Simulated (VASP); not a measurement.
A run of VASP 6.6.1:

File INCAR:

```
SYSTEM = Li14Ta17O48
PREC     = Accurate       ! precision mode
ENCUT    = 520            ! plane-wave cutoff, eV
EDIFF    = 1E-7           ! SCF threshold, eV
ISMEAR   = 0              ! smearing method
SIGMA    = 0.02           ! smearing width, eV
LREAL    = Auto         
LASPH    = .TRUE.         ! aspherical terms in the spheres
NELM     = 80             ! most SCF steps
ALGO     = Normal         ! electronic algorithm
ISIF     = 2              ! what is computed and relaxed
LWAVE    = .FALSE.        ! write WAVECAR
LCHARG   = .FALSE.        ! write CHGCAR
GGA      = PE             ! functional
NELECT   = 514.0        
NBANDS   = 304            ! bands
```

KPOINTS

```
Automatic mesh
0
G
  1 1 1
  0 0 0
```

Contents of POSCAR:

```
Li14Ta17O48
1.0
    5.1540000000      2.9756632874      9.1886666666
   -5.1540000000      2.9756632874      9.1886666666
    0.0000000000     -5.9513265748      9.1886666666
Ta Li O
17 14 48
Direct
    0.1439435608      0.1439435608      0.1439435608
    0.0018059415      0.0018059415      0.0018059415
   -0.0063946193     -0.0106821830      0.5182417488
   -0.0106821830      0.5182417488     -0.0063946193
   -0.0034501030      0.5071581496      0.4976875666
    0.5182417488     -0.0063946193     -0.0106821830
    0.4976875666     -0.0034501030      0.5071581496
    0.5071581496      0.4976875666     -0.0034501030
    0.5007688184      0.5007688184      0.5007688184
    0.2557568146      0.2557568146      0.2557568146
    0.2499347713      0.2653381412      0.7273632347
    0.2653381412      0.7273632347      0.2499347713
    0.2543217235      0.7500666313      0.7516687585
    0.7273632347      0.2499347713      0.2653381412
    0.7516687585      0.2543217235      0.7500666313
    0.7500666313      0.7516687585      0.2543217235
    0.7480860108      0.7480860108      0.7480860108
    0.1329133666      0.1401229154      0.6474576594
    0.1401229154      0.6474576594      0.1329133666
    0.1491534752      0.6382130217      0.6411420563
    0.6474576594      0.1329133666      0.1401229154
    0.6411420563      0.1491534752      0.6382130217
    0.6382130217      0.6411420563      0.1491534752
    0.6389564964      0.6389564964      0.6389564964
    0.3888648433      0.3917364067      0.8864135566
    0.3917364067      0.8864135566      0.3888648433
    0.3839468069      0.8899359273      0.8948811778
    0.8864135566      0.3888648433      0.3917364067
    0.8948811778      0.3839468069      0.8899359273
    0.8899359273      0.8948811778      0.3839468069
    0.8974496059      0.8974496059      0.8974496059
    0.0631196554      0.1776539943      0.3512251219
    0.0607260410      0.1822537699      0.8614365038
    0.0565491601      0.6872929095      0.3650501469
    0.0562575451      0.6882763246      0.8617610543
    0.5585360771      0.1789842054      0.3628049171
    0.5560612706      0.1846180643      0.8644099733
    0.5603100172      0.6834128388      0.3604165951
    0.5572660692      0.6858585778      0.8623304094
    0.3512251219      0.0631196554      0.1776539943
    0.3650501469      0.0565491601      0.6872929095
    0.3628049171      0.5585360771      0.1789842054
    0.3604165951      0.5603100172      0.6834128388
    0.8614365038      0.0607260410      0.1822537699
    0.8617610543      0.0562575451      0.6882763246
    0.8644099733      0.5560612706      0.1846180643
    0.8623304094      0.5572660692      0.6858585778
    0.1776539943      0.3512251219      0.0631196554
    0.1789842054      0.3628049171      0.5585360771
    0.1822537699      0.8614365038      0.0607260410
    0.1846180643      0.8644099733      0.5560612706
    0.6872929095      0.3650501469      0.0565491601
    0.6834128388      0.3604165951      0.5603100172
    0.6882763246      0.8617610543      0.0562575451
    0.6858585778      0.8623304094      0.5572660692
    0.1122956961      0.4385802391      0.3039185881
    0.1129790288      0.4318602538      0.8102139881
    0.1148537223      0.9458261484      0.2926307856
    0.1127563641      0.9324343028      0.8079218009
    0.6187700331      0.4376071313      0.3049985019
    0.6124847309      0.4374776781      0.8062967164
    0.6083549573      0.9347394179      0.3087879696
    0.6115665956      0.9357558770      0.8058759489
    0.4385802391      0.3039185881      0.1122956961
    0.4376071313      0.3049985019      0.6187700331
    0.4318602538      0.8102139881      0.1129790288
    0.4374776781      0.8062967164      0.6124847309
    0.9458261484      0.2926307856      0.1148537223
    0.9347394179      0.3087879696      0.6083549573
    0.9324343028      0.8079218009      0.1127563641
    0.9357558770      0.8058759489      0.6115665956
    0.3039185881      0.1122956961      0.4385802391
    0.2926307856      0.1148537223      0.9458261484
    0.3049985019      0.6187700331      0.4376071313
    0.3087879696      0.6083549573      0.9347394179
    0.8102139881      0.1129790288      0.4318602538
    0.8079218009      0.1127563641      0.9324343028
    0.8062967164      0.6124847309      0.4374776781
    0.8058759489      0.6115665956      0.9357558770
```

Potentials or basis: VASP PAW PBE potentials, release 64 (Ta_pv, Li_sv, O).

Launch:

```console
$ cat potpaw_PBE.64/Ta_pv/POTCAR potpaw_PBE.64/Li_sv/POTCAR potpaw_PBE.64/O/POTCAR > POTCAR
$ mpirun -np 1 vasp_gam > vasp.out
```

Hardware: 1 thread of Intel Xeon 8259CL, on a shared host.

Task: Estimate the wall time of this run.

Result: Run time: 31 min on 1 thread of Intel Xeon 8259CL, with other jobs on the host, peak memory 1.1 GiB. Counts: scf iterations 20, k points 1.
